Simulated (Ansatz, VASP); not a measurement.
# One calculation of CaB6, two programs

```
Ca B
1.0
     4.13607    0.00000    0.00000
     0.00000    4.13607    0.00000
     0.00000    0.00000    4.13607
Ca B
1 6
Direct
  0.50000 0.50000 0.50000
  0.00000 0.00000 0.29821
  0.00000 0.00000 0.70179
  0.29821 0.00000 0.00000
  0.70179 0.00000 0.00000
  0.00000 0.29821 0.00000
  0.00000 0.70179 0.00000
```

Alike in both runs: task single point; functional LDA; k mesh 6 × 6 × 6; occupations fermi-dirac, width 0.02 eV; no spin polarisation.

```csv
,VASP,Ansatz
version,VASP 6.6.1,Ansatz 0.2.0
potentials or method,"VASP PAW LDA potentials, release 64 (Ca_sv, B)","plane waves, PAW"
plane-wave cutoff (eV),520,420
valence electrons in the cell,28,28
```

|  | VASP | Ansatz | Ansatz less VASP |
| --- | --- | --- | --- |
| pressure (GPa) | -5.2 | -5.4 | -0.24 |
| rms of the force components (eV/Å) | 0.053 | 0.063 | +0.0103 |

LDA's correlation is that of Perdew and Zunger in VASP and of Perdew and Wang (1992) in Ansatz. Atom by atom the forces differ by 0.010 eV/Å (rms over components).
